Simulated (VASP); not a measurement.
# BaO (R-3m) in VASP: electric field gradients with LDA

Aim: the electric field gradients of BaO with LDA.

All numbers are computed with VASP 6.6.1; they aren't measurements. Logs are shortened: lines on timing, memory, paths and dates and some standing lists are left out, and cuts for length are marked.

**1. The cell of the first run**

Symmetry: R-3m, No. 166, trigonal system. Conventional cell: a = 3.870 Å, b = 3.870 Å, c = 9.622 Å, α = 90.00°, β = 90.00°, γ = 120.00°. Ba (site symmetry -3m) has 6 O at 2.75 Å within 3.6 Å. O (site symmetry -3m) has 6 Ba at 2.75 Å within 3.6 Å.

**2. Electric field gradients, LDA (equal xy, yz and zx shear strains of +1 %)**

INCAR reads:

```
PREC = Accurate ; ENCUT = 520
EDIFF = 1E-8 ; ISMEAR = -1
SIGMA = 0.02 ; LREAL = F
LASPH = T ; NELM = 120
ALGO = Normal ; ISIF = 2
LWAVE = F ; LCHARG = F
LEFG = T ; NBANDS = 15
GGA_COMPAT = F
```

KPOINTS reads:

```
Automatic mesh
0
Gamma
  8 8 8
```

POSCAR reads:

```
BaO
1.0
    0.0275000000      2.7637500000      2.7637500000
    2.7637500000      0.0275000000      2.7637500000
    2.7637500000      2.7637500000      0.0275000000
Ba O
1 1
Direct
    0.0000000000      0.0000000000      0.0000000000
    0.5000000000      0.5000000000      0.5000000000
```

Potentials or basis: VASP PAW LDA potentials, release 64 (Ba_sv, O).

The run is started by

```
cat potpaw_LDA.64/Ba_sv/POTCAR potpaw_LDA.64/O/POTCAR > POTCAR
mpirun -np 1 vasp_std > vasp.out
```

OUTCAR:

```text
PREC = Accurate
   ENCUT = 520
   EDIFF = 1E-8
   ISMEAR = -1
   LREAL = F
   LASPH = T
   NELM = 120
   ISIF = 2

 ion  position               nearest neighbor table
   1  0.000  0.000  0.000-   2 2.75   2 2.75   2 2.75   2 2.75   2 2.75   2 2.75
   2  0.500  0.500  0.500-   1 2.75   1 2.75   1 2.75   1 2.75   1 2.75   1 2.75

  LATTYP: Found a trigonal (rhomboedric) cell.
 ALAT       =     3.9086294753
 COS(alpha) =     0.5099250056

  Lattice vectors:

 A1 = (   0.0275000000,   2.7637500000,   2.7637500000)
 A2 = (   2.7637500000,   0.0275000000,   2.7637500000)
 A3 = (   2.7637500000,   2.7637500000,   0.0275000000)

Analysis of symmetry for initial positions (statically):
=====================================================================
 Subroutine PRICEL returns:
 Original cell was already a primitive cell.

 Routine SETGRP: Setting up the symmetry group for a
 trigonal (rhombohedral) supercell.

 Subroutine GETGRP returns: Found 12 space group operations
 (whereof 12 operations were pure point group operations)
 out of a pool of 12 trial point group operations.

The static configuration has the point symmetry D_3d.

Analysis of symmetry for dynamics (positions and initial velocities):
=====================================================================
 Subroutine PRICEL returns:
 Original cell was already a primitive cell.

 Routine SETGRP: Setting up the symmetry group for a
 trigonal (rhombohedral) supercell.

 Subroutine GETGRP returns: Found 12 space group operations
 (whereof 12 operations were pure point group operations)
 out of a pool of 12 trial point group operations.

The dynamic configuration has the point symmetry D_3d.

 Subroutine INISYM returns: Found 12 space group operations
 (whereof 12 operations are pure point group operations),
 and found     1 'primitive' translations

----------------------------------------------------------------------------------------

                                     Primitive cell

  volume of cell :      41.5906

  direct lattice vectors                    reciprocal lattice vectors
     0.027500000  2.763750000  2.763750000    -0.183636454  0.181827228  0.181827228
     2.763750000  0.027500000  2.763750000     0.181827228 -0.183636454  0.181827228
     2.763750000  2.763750000  0.027500000     0.181827228  0.181827228 -0.183636454

  length of vectors
     3.908629475  3.908629475  3.908629475     0.315982007  0.315982007  0.315982007

  position of ions in fractional coordinates (direct lattice)
     0.000000000  0.000000000  0.000000000
     0.500000000  0.500000000  0.500000000

  ion indices of the primitive-cell ions
   primitive index   ion index
                 1           1
                 2           2

----------------------------------------------------------------------------------------

 KPOINTS: Automatic mesh

Automatic generation of k-mesh.
 Grid dimensions read from file:
 generate k-points for:    8    8    8

 Generating k-lattice:

  Cartesian coordinates                     Fractional coordinates (reciprocal lattice)
    -0.022954557  0.022728403  0.022728403     0.125000000  0.000000000 -0.000000000
     0.022728403 -0.022954557  0.022728403     0.000000000  0.125000000 -0.000000000
     0.022728403  0.022728403 -0.022954557     0.000000000  0.000000000  0.125000000

  Length of vectors
     0.039497751  0.039497751  0.039497751

  Shift w.r.t. Gamma in fractional coordinates (k-lattice)
     0.000000000  0.000000000  0.000000000

 Subroutine IBZKPT returns following result:
 ===========================================

 Found     65 irreducible k-points:

 Following reciprocal coordinates:
            Coordinates               Weight
  0.000000  0.000000  0.000000      1.000000
  0.125000  0.000000 -0.000000      6.000000
  0.250000  0.000000 -0.000000      6.000000
  0.375000  0.000000  0.000000      6.000000
  0.500000  0.000000 -0.000000      3.000000
  0.125000  0.125000 -0.000000      6.000000
[... 16 lines left out ...]
  0.250000  0.125000  0.125000      6.000000
  0.375000  0.125000  0.125000      6.000000
 [... further k-points ...]
   k-points           NKPTS =     65   k-points in BZ     NKDIM =     65   number of bands    NBANDS=     15
   number of dos      NEDOS =    301   number of ions     NIONS =      2
   total plane-waves  NPLWV =  27000
   dimension x,y,z NGX =    30 NGY =   30 NGZ =   30
   dimension x,y,z NGXF=    60 NGYF=   60 NGZF=   60
   ions per type =               1   1
   NGX,Y,Z   is equivalent  to a cutoff of  12.76, 12.76, 12.76 a.u.
   NGXF,Y,Z  is equivalent  to a cutoff of  25.52, 25.52, 25.52 a.u.
 SYSTEM =  unknown system
   PREC   = accura    normal or accurate (medium, high low for compatibility)
   ISTART =      0    job   : 0-new  1-cont  2-samecut
   ICHARG =      2    charge: 1-file 2-atom 10-const
   ISPIN  =      1    spin polarized calculation?
   LNONCOLLINEAR =      F non collinear calculations
   LSORBIT =      F    spin-orbit coupling
   LASPH  =      T    aspherical Exc in radial PAW
   ENCUT  =  520.0 eV  38.22 Ry    6.18 a.u.   7.27  7.27  7.27*2*pi/ulx,y,z
   NELM   =    120;   NELMIN=  2; NELMDL= -5     # of ELM steps
   EDIFF  = 0.1E-07   stopping-criterion for ELM
   LREAL  =      F    real-space projection
   EDIFFG = 0.1E-06   stopping-criterion for IOM
   NSW    =      0    number of steps for IOM
   IBRION =     -1    ionic relax: 0-MD 1-quasi-New 2-CG
   NFREE  =      0    steps in history (QN), initial steepest desc. (CG)
   ISIF   =      2    stress and relaxation
   ISYM   =      2    0-nonsym 1-usesym 2-fastsym
   POTIM  = 0.5000    time-step for ionic-motion
   TEBEG  =    0.0;   TEEND  =   0.0 temperature during run
   PSTRESS=    0.0 pullay stress
   NELECT =      16.0000    total number of electrons
   NUPDOWN=      -1.0000    fix difference up-down
   EMIN   =  10.00;   EMAX   =-10.00  energy-range for DOS
   EFERMI =   0.00;   METHOD = LEGACY
   ISMEAR =    -1;   SIGMA  =   0.02  broadening in eV -4-tet -1-fermi 0-gaus
   EFERMI_NEDOS =   21; number of points for ismear=-14 and -15
   IALGO  =     38    algorithm
   IMIX   =      4    mixing-type and parameters
     AMIX     =   0.40;   BMIX     =  1.00
     AMIX_MAG =   1.60;   BMIX_MAG =  1.00
  volume/ion in A,a.u.               =      20.80       140.33
  Fermi-wavevector in a.u.,A,eV,Ry     =   1.190647  2.249996 19.288161  1.417640
  Thomas-Fermi vector in A             =   2.326727
   LORBIT       =      0    0 simple, 1 ext, 2 COOP (PROOUT), +10 PAW based schemes
   GGA     = CA    functional components
   LHFCALC =     F    Hartree Fock is set to
   AEXX    =    0.0000 exact exchange contribution
   IVDW    =     0    specifies the selected vdW correction
   LEPSILON=     F    determine dielectric tensor
   LRPA    =     F    only Hartree local field effects (RPA)
 non-spin polarized calculation
  energy-cutoff  :      520.00
  volume of cell :       41.59
 maximum number of plane-waves:      1132
 NGX is ok and might be reduce to    30
   NGX = 15   NGY = 15   NGZ = 15

 number of electron      15.9999996 magnetization

 Free energy of the ion-electron system (eV)
  ---------------------------------------------------
  ext. energy  EPLUGINS =         0.00000000
  ---------------------------------------------------
  free energy    TOTEN  =       -13.10825602 eV

  energy without entropy =      -13.10825602  energy(sigma->0) =      -13.10825602

 E-fermi :   2.2068     XC(G=0): -10.1663

 val. band max:        1.6889944037   @ k =   0.5000   0.5000  -0.0000
 cond. band min:       3.4342065912   @ k =   0.5000   0.5000  -0.0000
 fundamental gap:      1.7452121876
 Fermi energy:         2.2067662699

 k-point     1 :       0.0000    0.0000    0.0000
  band No.  band energies     occupation
      1     -24.0689      2.00000
      2     -13.0693      2.00000
      3      -8.5564      2.00000
      4      -8.5278      2.00000
      5      -8.5278      2.00000
      6       1.2606      2.00000
      7       1.2732      2.00000
      8       1.2732      2.00000
      9       5.0994      0.00000
     10       6.1540      0.00000
     11       6.3339      0.00000
     12       6.3339      0.00000
     13       8.6458      0.00000
     14       8.6458      0.00000
     15      11.3797      0.00000

 k-point     2 :       0.1250    0.0000   -0.0000
  band No.  band energies     occupation
      1     -24.0277      2.00000
      2     -13.1924      2.00000
      3      -8.5721      2.00000
      4      -8.5662      2.00000
      5      -8.5503      2.00000
      6       0.9121      2.00000
      7       1.0426      2.00000
      8       1.0638      2.00000
      9       5.7667      0.00000
     10       6.1544      0.00000
     11       6.4809      0.00000
     12       6.6441      0.00000
     13       9.0621      0.00000
     14       9.0635      0.00000
     15      12.4102      0.00000

 k-point     3 :       0.2500    0.0000   -0.0000
  band No.  band energies     occupation
      1     -23.9254      2.00000
      2     -13.4896      2.00000
      3      -8.6517      2.00000
      4      -8.6092      2.00000
      5      -8.6032      2.00000
      6       0.2464      2.00000
      7       0.5779      2.00000
      8       0.6192      2.00000
      9       6.0402      0.00000
     10       7.2851      0.00000
     11       7.4100      0.00000
     12       7.4854      0.00000
     13      10.0892      0.00000
     14      10.0927      0.00000
     15      14.6201      0.00000
[... 343 lines left out ...]
 k-point    23 :       0.2500    0.1250    0.1250
  band No.  band energies     occupation
      1     -23.9699      2.00000
      2     -13.3565      2.00000
      3      -8.7532      2.00000
      4      -8.5472      2.00000
      5      -8.5263      2.00000
      6       0.4102      2.00000
      7       0.6559      2.00000
      8       1.2076      2.00000
      9       5.8409      0.00000
     10       6.4312      0.00000
     11       6.8578      0.00000
     12       7.5095      0.00000
     13       9.4988      0.00000
     14       9.8652      0.00000
     15      13.6822      0.00000

 k-point    24 :       0.3750    0.1250    0.1250
  band No.  band energies     occupation
      1     -23.8667      2.00000
      2     -13.6047      2.00000
      3      -8.9539      2.00000
      4      -8.6017      2.00000
      5      -8.5809      2.00000
      6      -0.0348      2.00000
      7       0.2973      2.00000
      8       0.9555      2.00000
      9       6.0140      0.00000
     10       7.4184      0.00000
     11       7.6555      0.00000
     12       8.5328      0.00000
     13      10.8175      0.00000
     14      10.8512      0.00000
     15      15.5696      0.00000

 [... further k-points ...]

------------------------ aborting loop because EDIFF is reached ----------------------------------------

  FORCE on cell =-STRESS in cart. coord.  units (eV):
  Direction    XX          YY          ZZ          XY          YZ          ZX
  --------------------------------------------------------------------------------------
  -------------------------------------------------------------------------------------
  Total       -0.2325775     -0.2325775     -0.2325775     -0.0962415     -0.0962415     -0.0962415
  in kB       -8.9594772     -8.9594772     -8.9594772     -3.7074683     -3.7074683     -3.7074683
  external PRESSURE =      -8.9594772 kB  Pullay stress =       0.0000000 kB

 VOLUME and BASIS-vectors are now :
 -----------------------------------------------------------------------------
  energy-cutoff  :      520.00
  volume of cell :       41.59
      direct lattice vectors                 reciprocal lattice vectors
     0.027500000  2.763750000  2.763750000    -0.183636454  0.181827228  0.181827228
     2.763750000  0.027500000  2.763750000     0.181827228 -0.183636454  0.181827228
     2.763750000  2.763750000  0.027500000     0.181827228  0.181827228 -0.183636454

 POSITION                                       TOTAL-FORCE (eV/Angst)
 -----------------------------------------------------------------------------------
      0.00000      0.00000      0.00000         0.000000      0.000000     -0.000000
      2.77750      2.77750      2.77750         0.000000     -0.000000      0.000000
 -----------------------------------------------------------------------------------
    total drift:                                0.000000      0.000000      0.000000

  FREE ENERGIE OF THE ION-ELECTRON SYSTEM (eV)
  ---------------------------------------------------
  free  energy   TOTEN  =       -13.1082560180 eV

  energy  without entropy=      -13.1082560180  energy(sigma->0) =      -13.10825602

 Electric field gradients (V/A^2)
---------------------------------------------------------------------
 ion       V_xx      V_yy      V_zz      V_xy      V_xz      V_yz
---------------------------------------------------------------------
   1      -0.000    -0.000    -0.000    -7.375    -7.375    -7.375
   2      -0.000    -0.000     0.000     0.214     0.214     0.214
---------------------------------------------------------------------

 Electric field gradients after diagonalization (V/A^2)
 (convention: |V_zz| > |V_xx| > |V_yy|)
----------------------------------------------------------------------
 ion       V_xx      V_yy      V_zz     asymmetry (V_yy - V_xx)/ V_zz
----------------------------------------------------------------------
   1       7.375     7.375   -14.750       0.000
   2      -0.214    -0.214     0.427       0.000
----------------------------------------------------------------------

           NMR quadrupolar parameters

 Cq : quadrupolar parameter    Cq=e*Q*V_zz/h
 eta: asymmetry parameters     (V_yy - V_xx)/ V_zz
 Q  : nuclear electric quadrupole moment in mb (millibarn)
----------------------------------------------------------------------
 ion       Cq(MHz)       eta       Q (mb)
----------------------------------------------------------------------
   1      -0.036       0.000       1.000
   2       0.001       0.000       1.000
----------------------------------------------------------------------
```

Wall time 41 s (1 thread of Intel Xeon Platinum 8488C (Sapphire Rapids), shared host); peak memory 0.17 GiB.

Results:

```yaml
Free_energy: -13.1083 eV
Pressure: -0.9 GPa
Band_gap_on_the_k_mesh: 1.75 eV
Largest_electric_field_gradient_by_atom: Ba -14.8; O +0.4 V/Å²
```

Stress tensor (GPa, compression positive):
```
-0.90 -0.37 -0.37
-0.37 -0.90 -0.37
-0.37 -0.37 -0.90
```

Electric field gradients, principal values (V/Å²):
| atom | least | middle | greatest (by size) |
| --- | --- | --- | --- |
| 1 Ba | 7.375 | 7.375 | -14.750 |
| 2 O | -0.214 | -0.214 | 0.427 |

Caveat: the cell differs from its parent crystal (equal xy, yz and zx shear strains of +1 %); without QUAD_EFG the Cq values of the log hold for a quadrupole moment of 1 mb, not for the nuclei; spin-orbit coupling is left out, which moves the levels of the heavy elements.
